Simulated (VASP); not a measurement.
Wanted: the native input for a VASP 6.6.1 run.

```yaml
Task: relaxation of cell and atoms
Functional: PBE
Potentials_or_basis: VASP PAW PBE potentials, release 64 (Al)
Cutoff: 600 eV
k_mesh: 24 × 24 × 24
Occupations: methfessel-paxton, width 0.4 eV
Spin: no spin polarisation
Dipole_correction: no
Further_INCAR_settings: ALGO = Normal; EDIFF = 1e-07; IBRION = 2; EDIFFG = -0.005; NSW = 60; ISIF = 3
```

The structure of Al lies in POSCAR:

```
Al
1.0
    0.0000000000      2.0250000000      2.0250000000
    2.0250000000      0.0000000000      2.0250000000
    2.0250000000      2.0250000000      0.0000000000
Al
1
Direct
    0.0000000000      0.0000000000      0.0000000000
```

The input as run:

INCAR

```
PREC = Accurate ; ENCUT = 600
EDIFF = 1E-7 ; ISMEAR = 1
SIGMA = 0.4 ; LREAL = False
LASPH = True ; NELM = 100
ALGO = Normal ; ISIF = 3
LWAVE = False ; LCHARG = False
GGA = PE ; IBRION = 2
NSW = 60 ; EDIFFG = -0.005
```

KPOINTS

```
Automatic mesh
0
Gamma
  24 24 24
```

Potentials or basis: VASP PAW PBE potentials, release 64 (Al).

Command:

```bash
$ cat potpaw_PBE.64/Al/POTCAR > POTCAR
$ mpirun -np 1 vasp_std > vasp.out
```

It gave:

```json
{"Relaxed volume": "16.48 Å³/atom", "Relaxed cell": "a = 2.856 Å, b = 2.856 Å, c = 2.856 Å, α = 60.00°, β = 60.00°, γ = 60.00°", "Space group after relaxing (to 0.1 Å)": "Fm-3m (No. 225)", "Energy gained by relaxing": "0.2 meV/atom", "Ionic steps": "3", "Pressure after relaxing": "0.0 GPa", "Band gap on the k mesh": "zero (an odd number of electrons rules out a gap without spin polarisation)"}
```

Caveat: so wide a smearing shifts energies and pressures.

Wall time 16 s on 1 thread of Intel(R) Xeon(R) 6975P-C (Granite Rapids), with other jobs on the host, peak memory 0.17 GiB.
